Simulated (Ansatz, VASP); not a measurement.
# One calculation of GaSb, two programs

```
Ga Sb
1.0
     0.00000    3.06860    3.06860
     3.06860    0.00000    3.06860
     3.06860    3.06860    0.00000
Ga Sb
1 1
Direct
  0.00000 0.00000 0.00000
  0.25000 0.25000 0.25000
```

Alike in both runs: task single point; functional RPBE; k mesh 6 × 6 × 6; occupations gaussian, width 0.1 eV; no spin polarisation.

|  | VASP | Ansatz |
| --- | --- | --- |
| version | VASP 6.6.1 | Ansatz 0.2.0 |
| potentials or method | VASP PAW PBE potentials, release 64 (Ga_d, Sb), cutoff 500 eV | scalar-relativistic, plane waves, PAW |
| valence electrons in the cell | 18 | 28 |

Ansatz gave:

```
pressure (GPa) : 3.4
```

What did VASP give for the same quantities?

Pressure (GPa): 3.5.

VASP's potentials were made for PBE, not for RPBE. VASP's potentials hold 18 valence electrons a cell and Ansatz's 28, so a difference there can come from the potentials and not from the codes.

Spin-orbit coupling is off throughout.
